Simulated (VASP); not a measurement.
# Os4C in VASP: relaxation of the atoms with LDA

Aim: the relaxation of the atoms of Os4C with LDA.

Program: VASP 6.6.1. These are calculated values, not measurements. Logs are shortened: lines on timing, memory, paths and dates and some standing lists are left out, and cuts for length are marked.

**1. The cell of the first run**

The cell holds a slab with vacuum, 5 atoms: a = 2.715 Å, b = 2.715 Å, c = 21.866 Å, α = 90.00°, β = 90.00°, γ = 120.00°.

**2. Relaxation of the atoms, LDA**

Input file INCAR:

```
SYSTEM = Os4C
PREC = Accurate
ENCUT = 520
EDIFF = 1E-6
ISMEAR = 0
SIGMA = 0.1
LREAL = .False.
LASPH = .True.
NELM = 60
ALGO = Normal
ISIF = 2
LWAVE = .False.
LCHARG = .False.
LDIPOL = .True.
IDIPOL = 3
DIPOL = 0.5 0.5 0.368
IBRION = 2
NSW = 36
EDIFFG = -0.025
```

Input file KPOINTS:

```
Automatic mesh
0
Gamma
  12 12 1
  0 0 0
```

Input file POSCAR:

```
Os4C
1.0
    2.7145740629      0.0000000000      0.0000000000
   -1.3572870314      2.3508900989      0.0000000000
    0.0000000000      0.0000000000     21.8661488866
Os C
4 1
Selective dynamics
Direct
    0.6666666667      0.3333333333      0.1829311609  F F F
    0.3333333333      0.6666666667      0.2811020214  F F F
    0.6666666667      0.3333333333      0.3787246389  F F F
    0.3333333333      0.6666666667      0.4740729124  F F F
    1.0000000000      1.0000000000      0.5252034553  F F T
```

Potentials or basis: VASP PAW LDA potentials, release 64 (Os, C).

Command:

```
$ cat potpaw_LDA.64/Os/POTCAR potpaw_LDA.64/C/POTCAR > POTCAR
$ mpirun -np 1 vasp_std > vasp.out
```

OUTCAR:

```text
SYSTEM = Os4C
   PREC = Accurate
   ENCUT = 520
   EDIFF = 1E-6
   ISMEAR = 0
   LREAL = .False.
   LASPH = .True.
   NELM = 60
   ISIF = 2
   IBRION = 2
   NSW = 36
   EDIFFG = -0.025

 ion  position               nearest neighbor table
   1  0.667  0.333  0.183-   2 2.66   2 2.66   2 2.66
   2  0.333  0.667  0.281-   3 2.65   3 2.65   3 2.65   1 2.66   1 2.66   1 2.66
   3  0.667  0.333  0.379-   4 2.61   4 2.61   4 2.61   2 2.65   2 2.65   2 2.65
   4  0.333  0.667  0.474-   5 1.93   5 1.93   5 1.93   3 2.61   3 2.61   3 2.61
   5  0.000  0.000  0.525-   4 1.93   4 1.93   4 1.93

  LATTYP: Found a hexagonal cell.
 ALAT       =     2.7145740629
 C/A-ratio  =     8.0550938674

  Lattice vectors:

 A1 = (   2.7145740629,   0.0000000000,   0.0000000000)
 A2 = (  -1.3572870314,   2.3508900989,   0.0000000000)
 A3 = (   0.0000000000,   0.0000000000,  21.8661488866)

Analysis of symmetry for initial positions (statically):
=====================================================================
 Subroutine PRICEL returns:
 Original cell was already a primitive cell.

 Routine SETGRP: Setting up the symmetry group for a
 hexagonal supercell.

 Subroutine GETGRP returns: Found  6 space group operations
 (whereof  6 operations were pure point group operations)
 out of a pool of 24 trial point group operations.

The static configuration has the point symmetry C_3v.

Analysis of symmetry for dynamics (positions and initial velocities):
=====================================================================
 Subroutine PRICEL returns:
 Original cell was already a primitive cell.

 Routine SETGRP: Setting up the symmetry group for a
 hexagonal supercell.

 Subroutine GETGRP returns: Found  6 space group operations
 (whereof  6 operations were pure point group operations)
 out of a pool of 24 trial point group operations.

The dynamic configuration has the point symmetry C_3v.

Analysis of constrained symmetry for selective dynamics:
=====================================================================
 Subroutine PRICEL returns:
 Original cell was already a primitive cell.

 Routine SETGRP: Setting up the symmetry group for a
 hexagonal supercell.

 Subroutine GETGRP returns: Found  6 space group operations
 (whereof  6 operations were pure point group operations)
 out of a pool of 24 trial point group operations.

The constrained configuration has the point symmetry C_3v.

 Subroutine INISYM returns: Found  6 space group operations
 (whereof  6 operations are pure point group operations),
 and found     1 'primitive' translations

----------------------------------------------------------------------------------------

                                     Primitive cell

  volume of cell :     139.5424

  direct lattice vectors                    reciprocal lattice vectors
     2.714574063  0.000000000  0.000000000     0.368381918  0.212685400  0.000000000
    -1.357287031  2.350890099  0.000000000     0.000000000  0.425370799  0.000000000
     0.000000000  0.000000000 21.866148887     0.000000000  0.000000000  0.045732790

  length of vectors
     2.714574063  2.714574063 21.866148887     0.425370799  0.425370799  0.045732790

  position of ions in fractional coordinates (direct lattice)
     0.666666667  0.333333333  0.182931161
     0.333333333  0.666666667  0.281102021
     0.666666667  0.333333333  0.378724639
     0.333333333  0.666666667  0.474072912
     0.000000000  0.000000000  0.525203455

  ion indices of the primitive-cell ions
   primitive index   ion index
                 1           1
                 2           2
[... 49 lines left out ...]
  0.333333  0.250000  0.000000     12.000000
  0.333333  0.333333  0.000000      2.000000
   k-points           NKPTS =     19   k-points in BZ     NKDIM =     19   number of bands    NBANDS=     22
   number of dos      NEDOS =    301   number of ions     NIONS =      5
   total plane-waves  NPLWV =  67200
   dimension x,y,z NGX =    20 NGY =   20 NGZ =  168
   dimension x,y,z NGXF=    40 NGYF=   40 NGZF=  336
   ions per type =               4   1
   NGX,Y,Z   is equivalent  to a cutoff of  12.25, 12.25, 12.77 a.u.
   NGXF,Y,Z  is equivalent  to a cutoff of  24.50, 24.50, 25.55 a.u.
 SYSTEM =  Os4C
   PREC   = accura    normal or accurate (medium, high low for compatibility)
   ISTART =      0    job   : 0-new  1-cont  2-samecut
   ICHARG =      2    charge: 1-file 2-atom 10-const
   ISPIN  =      1    spin polarized calculation?
   LNONCOLLINEAR =      F non collinear calculations
   LSORBIT =      F    spin-orbit coupling
   LASPH  =      T    aspherical Exc in radial PAW
   ENCUT  =  520.0 eV  38.22 Ry    6.18 a.u.   5.05  5.05 40.66*2*pi/ulx,y,z
   NELM   =     60;   NELMIN=  2; NELMDL= -5     # of ELM steps
   EDIFF  = 0.1E-05   stopping-criterion for ELM
   LREAL  =      F    real-space projection
   EDIFFG = -.3E-01   stopping-criterion for IOM
   NSW    =     36    number of steps for IOM
   IBRION =      2    ionic relax: 0-MD 1-quasi-New 2-CG
   NFREE  =      1    steps in history (QN), initial steepest desc. (CG)
   ISIF   =      2    stress and relaxation
   ISYM   =      2    0-nonsym 1-usesym 2-fastsym
   POTIM  = 0.5000    time-step for ionic-motion
   TEBEG  =    0.0;   TEEND  =   0.0 temperature during run
   PSTRESS=    0.0 pullay stress
   NELECT =      36.0000    total number of electrons
   NUPDOWN=      -1.0000    fix difference up-down
   EMIN   =  10.00;   EMAX   =-10.00  energy-range for DOS
   EFERMI =   0.00;   METHOD = LEGACY
   ISMEAR =     0;   SIGMA  =   0.10  broadening in eV -4-tet -1-fermi 0-gaus
   EFERMI_NEDOS =   21; number of points for ismear=-14 and -15
   IALGO  =     38    algorithm
   IMIX   =      4    mixing-type and parameters
     AMIX     =   0.40;   BMIX     =  1.00
     AMIX_MAG =   1.60;   BMIX_MAG =  1.00
  volume/ion in A,a.u.               =      27.91       188.34
  Fermi-wavevector in a.u.,A,eV,Ry     =   1.042174  1.969423 14.777649  1.086127
  Thomas-Fermi vector in A             =   2.176827
   LORBIT       =      0    0 simple, 1 ext, 2 COOP (PROOUT), +10 PAW based schemes
   GGA     = CA    functional components
   LHFCALC =     F    Hartree Fock is set to
   AEXX    =    0.0000 exact exchange contribution
   IVDW    =     0    specifies the selected vdW correction
   LEPSILON=     F    determine dielectric tensor
   LRPA    =     F    only Hartree local field effects (RPA)
 conjugate gradient relaxation of ions
 non-spin polarized calculation
 Gauss-broadening in eV      SIGMA  =   0.10
  energy-cutoff  :      520.00
  volume of cell :      139.54
 maximum number of plane-waves:      3813
   NGX = 11   NGY = 11   NGZ = 81

--------------------------------------- Ionic step        1  -------------------------------------------

 number of electron      35.9999998 magnetization

 Free energy of the ion-electron system (eV)
  ---------------------------------------------------
  ext. energy  EPLUGINS =         0.00000000
  ---------------------------------------------------
  free energy    TOTEN  =       -55.49988823 eV

  energy without entropy =      -55.47902274  energy(sigma->0) =      -55.48945549

------------------------ aborting loop because EDIFF is reached ----------------------------------------

  FORCE on cell =-STRESS in cart. coord.  units (eV):
  Direction    XX          YY          ZZ          XY          YZ          ZX
  --------------------------------------------------------------------------------------
  -------------------------------------------------------------------------------------
  Total        5.7213574      5.7213574      6.5492709      0.0000000      0.0000000      0.0000000
  in kB       65.6906167     65.6906167     75.1964281      0.0000000      0.0000000      0.0000000
  external PRESSURE =      68.8592205 kB  Pullay stress =       0.0000000 kB
[... 20 lines left out ...]
  FREE ENERGIE OF THE ION-ELECTRON SYSTEM (eV)
  ---------------------------------------------------
  free  energy   TOTEN  =       -55.4998882260 eV

  energy  without entropy=      -55.4790227441  energy(sigma->0) =      -55.48945549

 dipolmoment           0.000000      0.000000     -0.012113 electrons x Angstroem

--------------------------------------- Ionic step        2  -------------------------------------------

 number of electron      35.9999998 magnetization

------------------------ aborting loop because EDIFF is reached ----------------------------------------

 vacuum level on the upper side and lower side of the slab       (xc-potential included)         0.081        -0.223

  FORCE on cell =-STRESS in cart. coord.  units (eV):
  Direction    XX          YY          ZZ          XY          YZ          ZX
  --------------------------------------------------------------------------------------
  -------------------------------------------------------------------------------------
  Total        3.8396828      3.8396828      4.7776749      0.0000000      0.0000000     -0.0000000
  in kB       44.0858899     44.0858899     54.8555849      0.0000000      0.0000000     -0.0000000
  external PRESSURE =      47.6757882 kB  Pullay stress =       0.0000000 kB
[... 26 lines left out ...]
--------------------------------------- Ionic step        3  -------------------------------------------

 number of electron      35.9999998 magnetization

 dipolmoment           0.000000      0.000000      0.008141 electrons x Angstroem

 Free energy of the ion-electron system (eV)
  ---------------------------------------------------
  ext. energy  EPLUGINS =         0.00000000
  ---------------------------------------------------
  free energy    TOTEN  =       -55.55711986 eV

  energy without entropy =      -55.53713398  energy(sigma->0) =      -55.54712692

 E-fermi :   0.9634     XC(G=0):  -7.0158

 val. band max:        0.9203334885   @ k =   0.4167   0.0833   0.0000
 cond. band min:       1.0019057389   @ k =   0.1667   0.1667   0.0000
 fundamental gap:      0.0815722504
 Fermi energy:         0.9633566729

 k-point     1 :       0.0000    0.0000    0.0000
  band No.  band energies     occupation
      1     -13.0860      2.00000
      2      -9.3734      2.00000
      3      -7.7007      2.00000
      4      -6.8126      2.00000
      5      -6.5797      2.00000
      6      -4.2175      2.00000
[... 464 lines left out ...]
     21       2.0885      0.00000
     22       2.6254      0.00000

------------------------ aborting loop because EDIFF is reached ----------------------------------------

 vacuum level on the upper side and lower side of the slab       (xc-potential included)        -0.125        -0.380

  FORCE on cell =-STRESS in cart. coord.  units (eV):
  Direction    XX          YY          ZZ          XY          YZ          ZX
  --------------------------------------------------------------------------------------
  -------------------------------------------------------------------------------------
  Total        3.4638912      3.4638912      4.3891096      0.0000000      0.0000000     -0.0000000
  in kB       39.7711820     39.7711820     50.3942151      0.0000000      0.0000000     -0.0000000
  external PRESSURE =      43.3121931 kB  Pullay stress =       0.0000000 kB
[... 20 lines left out ...]
  FREE ENERGIE OF THE ION-ELECTRON SYSTEM (eV)
  ---------------------------------------------------
  free  energy   TOTEN  =       -55.5571198596 eV

  energy  without entropy=      -55.5371339838  energy(sigma->0) =      -55.54712692

 reached required accuracy - stopping structural energy minimisation

 vacuum level on the upper side and lower side of the slab         6.683         6.423
```

Run time: 4 min. Hardware: 1 thread of Intel Xeon Platinum 8375C at 2.90GHz (Ice Lake), shared host; peak memory 0.24 GiB.

What came out:

- Free energy: -55.5571 eV
- Energy gained by relaxing: 11.4 meV/atom
- Ionic steps: 3
- Band gap on the k mesh: zero (bands 18 and 19 overlap by 2.44 eV)

Step by step:
```tsv
step	energy change (eV)	largest force on free atoms (eV/Å)	pressure (GPa)
1	0.0000	1.4140	6.89
2	-0.0554	0.2390	4.77
3	-0.0572	0.0027	4.33
```

Final structure:
```
Os C
1.0
     2.71457    0.00000    0.00000
    -1.35729    2.35089    0.00000
     0.00000    0.00000   21.86615
Os C
4 1
Direct
  0.66667 0.33333 0.18293
  0.33333 0.66667 0.28110
  0.66667 0.33333 0.37872
  0.33333 0.66667 0.47407
  0.00000 0.00000 0.52902
```

Caveat: spin-orbit coupling is left out, which moves the levels of the heavy elements.
